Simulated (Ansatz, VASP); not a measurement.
## Zn: VASP beside Ansatz

```
CELL_PARAMETERS angstrom
4.40454 0.00000 0.00000
-2.20227 3.81445 0.00000
0.00000 0.00000 5.15940
ATOMIC_POSITIONS crystal
Zn 0.33333 0.66667 0.50000
Zn 0.66667 0.33333 0.00000
Zn 0.66667 0.33333 0.50000
Zn 0.33333 0.66667 0.00000
```

Alike in both runs: functional PBE; k mesh 6 × 6 × 4; occupations gaussian, width 0.1 eV; no spin polarisation.

Ansatz relaxed the structure, and its values are those at the end. VASP's run is a single point on that final structure, the one shown.

```csv
,VASP,Ansatz
version,VASP 6.6.1,Ansatz 0.2.0
potentials or method,"VASP PAW PBE potentials, release 64 (Zn), cutoff 520 eV","scalar-relativistic, plane waves, PAW"
valence electrons in the cell,48,48
```

|  | VASP | Ansatz | Ansatz less VASP |
| --- | --- | --- | --- |
| gap on the k mesh at the Fermi level (eV) | none | none | - |
| pressure (GPa) | 0.3 | 0.2 | -0.13 |

A gap of «none» marks a metal or a gap that the smearing closes.
